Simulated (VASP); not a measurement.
# CdAg (P4/mmm) in VASP: notebook, part 2 of 2

VASP 6.6.1. The steps go on from the part before.

**5. Single point, LDA**

This run uses another cell than the first one, of the same volume but with other edges.

The input, INCAR:

```
PREC     = Accurate       # precision mode
ENCUT    = 520            # plane-wave cutoff, eV
EDIFF    = 1E-6           # SCF threshold, eV
ISMEAR   = 0              # smearing method
SIGMA    = 0.15           # smearing width, eV
LREAL    = F              # projectors in reciprocal space
LASPH    = T              # aspherical terms in the spheres
NELM     = 100            # most SCF steps
ALGO     = Normal         # electronic algorithm
ISIF     = 2              # what is computed and relaxed
LWAVE    = F              # write WAVECAR
LCHARG   = F              # write CHGCAR
GGA      = CA             # functional
NBANDS   = 18             # bands
```

The input, KPOINTS:

```
regular mesh
0
Gamma
  16 16 16
```

The input, POSCAR:

```
CdAg
1.0
    3.1336499762      0.0000000000      0.0000000000
    0.0000000000      3.1336499762      0.0000000000
    0.0000000000      0.0000000000      3.7603799714
Cd Ag
1 1
Direct
    0.5000000000      0.5000000000      0.5000000000
    0.0000000000      0.0000000000      0.0000000000
```

Potentials or basis: VASP PAW LDA potentials, release 64 (Cd, Ag).

Run with:

```sh
cat potpaw_LDA.64/Cd/POTCAR potpaw_LDA.64/Ag/POTCAR > POTCAR
mpirun -np 1 vasp_std > vasp.out
```

OUTCAR:

```text
PREC = Accurate
   ENCUT = 520
   EDIFF = 1E-6
   ISMEAR = 0
   LREAL = F
   LASPH = T
   NELM = 100
   ISIF = 2
   GGA = CA

 ion  position               nearest neighbor table
   1  0.500  0.500  0.500-   2 2.91   2 2.91   2 2.91   2 2.91   2 2.91   2 2.91   2 2.91   2 2.91

   2  0.000  0.000  0.000-   1 2.91   1 2.91   1 2.91   1 2.91   1 2.91   1 2.91   1 2.91   1 2.91

  LATTYP: Found a simple tetragonal cell.
 ALAT       =     3.1336499762
 C/A-ratio  =     1.2000000000

  Lattice vectors:

 A1 = (   3.1336499762,   0.0000000000,   0.0000000000)
 A2 = (   0.0000000000,   3.1336499762,   0.0000000000)
 A3 = (   0.0000000000,   0.0000000000,   3.7603799714)

Analysis of symmetry for initial positions (statically):
=====================================================================
 Subroutine PRICEL returns:
 Original cell was already a primitive cell.

 Routine SETGRP: Setting up the symmetry group for a
 simple tetragonal supercell.

 Subroutine GETGRP returns: Found 16 space group operations
 (whereof 16 operations were pure point group operations)
 out of a pool of 16 trial point group operations.

The static configuration has the point symmetry D_4h.

Analysis of symmetry for dynamics (positions and initial velocities):
=====================================================================
 Subroutine PRICEL returns:
 Original cell was already a primitive cell.

 Routine SETGRP: Setting up the symmetry group for a
 simple tetragonal supercell.

 Subroutine GETGRP returns: Found 16 space group operations
 (whereof 16 operations were pure point group operations)
 out of a pool of 16 trial point group operations.

The dynamic configuration has the point symmetry D_4h.

[... 111 lines left out ...]
   EMIN   =  10.00;   EMAX   =-10.00  energy-range for DOS
   EFERMI =   0.00;   METHOD = LEGACY
   ISMEAR =     0;   SIGMA  =   0.15  broadening in eV -4-tet -1-fermi 0-gaus
   EFERMI_NEDOS =   21; number of points for ismear=-14 and -15
   IALGO  =     38    algorithm
   IMIX   =      4    mixing-type and parameters
     AMIX     =   0.40;   BMIX     =  1.00
     AMIX_MAG =   1.60;   BMIX_MAG =  1.00
  volume/ion in A,a.u.               =      18.46       124.59
  Fermi-wavevector in a.u.,A,eV,Ry     =   1.398105  2.642036 26.595286  1.954698
  Thomas-Fermi vector in A             =   2.521296
   LORBIT       =      0    0 simple, 1 ext, 2 COOP (PROOUT), +10 PAW based schemes
   GGA     = CA    functional components
   LHFCALC =     F    Hartree Fock is set to
   AEXX    =    0.0000 exact exchange contribution
   IVDW    =     0    specifies the selected vdW correction
   LEPSILON=     F    determine dielectric tensor
   LRPA    =     F    only Hartree local field effects (RPA)
 non-spin polarized calculation
 Gauss-broadening in eV      SIGMA  =   0.15
  energy-cutoff  :      520.00
  volume of cell :       36.93
 maximum number of plane-waves:      1024
 NGX is ok and might be reduce to    24

 number of electron      23.0000006 magnetization

 Free energy of the ion-electron system (eV)
  ---------------------------------------------------
  ext. energy  EPLUGINS =         0.00000000
  ---------------------------------------------------
  free energy    TOTEN  =        -5.42838716 eV

  energy without entropy =       -5.42230069  energy(sigma->0) =       -5.42534392

 E-fermi :   5.5763     XC(G=0): -12.1886

 val. band max:        5.5756667890   @ k =   0.0625   0.0625   0.1875
 cond. band min:       5.5925944883   @ k =   0.3750   0.1875   0.1250
 fundamental gap:      0.0169276994
 Fermi energy:         5.5763284109

 k-point     1 :       0.0000    0.0000    0.0000
  band No.  band energies     occupation
      1      -3.9291      2.00000
      2      -3.7982      2.00000
      3      -3.2339      2.00000
      4      -3.1240      2.00000
      5      -3.1240      2.00000
      6      -2.8855      2.00000
[... 481 lines left out ...]
      5      -3.0818      2.00000
      6       0.0218      2.00000
[... 10 lines left out ...]
     17      15.1550      0.00000
     18      16.0674      0.00000

 [... further k-points ...]

------------------------ aborting loop because EDIFF is reached ----------------------------------------

  FORCE on cell =-STRESS in cart. coord.  units (eV):
  Direction    XX          YY          ZZ          XY          YZ          ZX
  --------------------------------------------------------------------------------------
  -------------------------------------------------------------------------------------
  Total       -1.1917941     -1.1917941     -1.2006233      0.0000000     -0.0000000      0.0000000
  in kB      -51.7105458    -51.7105458    -52.0936338      0.0000000     -0.0000000      0.0000000
  external PRESSURE =     -51.8382418 kB  Pullay stress =       0.0000000 kB

 VOLUME and BASIS-vectors are now :
 -----------------------------------------------------------------------------
  energy-cutoff  :      520.00
  volume of cell :       36.93
      direct lattice vectors                 reciprocal lattice vectors
     3.133649976  0.000000000  0.000000000     0.319116687  0.000000000  0.000000000
     0.000000000  3.133649976  0.000000000     0.000000000  0.319116687  0.000000000
     0.000000000  0.000000000  3.760379971     0.000000000  0.000000000  0.265930573

 POSITION                                       TOTAL-FORCE (eV/Angst)
 -----------------------------------------------------------------------------------
      1.56682      1.56682      1.88019         0.000000      0.000000      0.000000
      0.00000      0.00000      0.00000         0.000000      0.000000      0.000000
 -----------------------------------------------------------------------------------
    total drift:                                0.000000      0.000000     -0.000000

  FREE ENERGIE OF THE ION-ELECTRON SYSTEM (eV)
  ---------------------------------------------------
  free  energy   TOTEN  =        -5.4283871568 eV

  energy  without entropy=       -5.4223006875  energy(sigma->0) =       -5.42534392
```

It took 2.2 min on 1 thread of Intel Xeon Platinum 8375C at 2.90GHz (Ice Lake), shared host; peak memory 0.37 GiB.

Results:

| Property | Result |
| --- | --- |
| Free energy | -5.4284 eV |
| Pressure | -5.2 GPa |

Levels at points of the mesh, in eV from the Fermi level:
```tsv
k point	band 9	band 10	band 11	band 12	band 13	band 14	band 15	band 16
(0.00, 0.00, 0.00)	-4.26	-4.26	-4.11	2.05	6.79	6.79	6.79	12.39
(0.50, 0.00, 0.00)	-4.74	-4.43	-4.08	-2.25	8.20	8.32	8.71	9.51
(0.50, 0.50, 0.00)	-4.46	-3.70	-0.73	-0.73	2.49	3.14	9.11	9.99
(0.00, 0.00, 0.50)	-4.69	-4.69	-4.18	-3.85	10.89	10.89	11.53	11.53
(0.50, 0.00, 0.50)	-4.26	-4.06	-1.83	-1.49	0.92	1.51	12.72	13.04
(0.50, 0.50, 0.50)	-4.20	-3.69	2.59	3.85	3.85	4.06	4.06	4.71
```

**6. Single point, LDA**

This run uses another cell than the first one, of the same volume but with other edges.

The input, INCAR:

```
SYSTEM = CdAg
  PREC = Accurate
  ENCUT = 520
  EDIFF = 1E-6
  ISMEAR = 0
  SIGMA = 0.15
  LREAL = .False.
  LASPH = .True.
  NELM = 100
  ALGO = Fast
  ISIF = 2
  LWAVE = .False.
  LCHARG = .True.
  GGA = CA
  LELF = .True.
  LVHAR = .True.
  NBANDS = 18
```

The input, KPOINTS:

```
Automatic mesh
0
Gamma
  16 16 16
  0 0 0
```

The input, POSCAR:

```
CdAg
1.0
    3.6175346470      0.0000000000      0.0000000000
    0.0000000000      3.6175346470      0.0000000000
    0.0000000000      0.0000000000      2.8216770247
Cd Ag
1 1
Direct
    0.5000000000      0.5000000000      0.5000000000
    0.0000000000      0.0000000000      0.0000000000
```

Potentials or basis: VASP PAW LDA potentials, release 64 (Cd, Ag).

Run with:

```sh
cat potpaw_LDA.64/Cd/POTCAR potpaw_LDA.64/Ag/POTCAR > POTCAR
mpirun -np 1 vasp_std > vasp.out
```

Wall time 1.9 min (1 thread of Intel Xeon Platinum 8375C at 2.90GHz (Ice Lake), shared host); peak memory 0.37 GiB.

The run converged. Its results:

| Property | Result |
| --- | --- |
| Free energy | -5.3243 eV |
| Pressure | -3.1 GPa |

Stress tensor (GPa, compression positive):
```
-6.19  0.00  0.00
 0.00 -6.19  0.00
 0.00  0.00  3.22
```

Levels at points of the mesh, in eV from the Fermi level:
| k point | band 9 | band 10 | band 11 | band 12 | band 13 | band 14 | band 15 | band 16 |
| --- | --- | --- | --- | --- | --- | --- | --- | --- |
| (0.00, 0.00, 0.00) | -4.39 | -4.04 | -4.04 | 2.86 | 2.86 | 6.98 | 9.03 | 10.46 |
| (0.50, 0.00, 0.00) | -5.19 | -4.29 | -4.12 | -3.55 | 7.57 | 7.97 | 8.90 | 10.10 |
| (0.50, 0.50, 0.00) | -4.09 | -4.09 | -2.21 | -2.21 | -0.07 | 0.32 | 15.32 | 15.32 |
| (0.00, 0.00, 0.50) | -5.06 | -4.61 | -2.82 | -1.17 | 9.95 | 9.95 | 10.01 | 10.03 |
| (0.50, 0.00, 0.50) | -4.38 | -3.69 | -1.07 | -0.55 | 2.37 | 3.20 | 9.89 | 10.62 |
| (0.50, 0.50, 0.50) | -4.23 | -3.64 | 2.90 | 3.01 | 3.67 | 4.81 | 4.81 | 5.11 |

**7. Summary**

| cell | gap on the mesh (eV) | pressure (GPa) |
| --- | --- | --- |
| a = 3.738, b = 3.738, c = 2.643 Å, 2 atoms | none | 1.4 |
| a = 2.967, b = 2.967, c = 4.195 Å, 2 atoms | none | -5.2 |
| a = 3.515, b = 3.515, c = 2.988 Å, 2 atoms | none | -4.6 |
| a = 3.134, b = 3.134, c = 3.760 Å, 2 atoms | none | -5.2 |
| a = 3.618, b = 3.618, c = 2.822 Å, 2 atoms | none | -3.1 |

Alike in all rows: task single point; level LDA; potentials or basis VASP PAW LDA potentials, release 64 (Cd, Ag); no spin polarisation; k mesh 16 × 16 × 16; cutoff (eV) 520; smearing gaussian 0.15 eV.

Absolute energies hang on the potentials; compare differences alone.
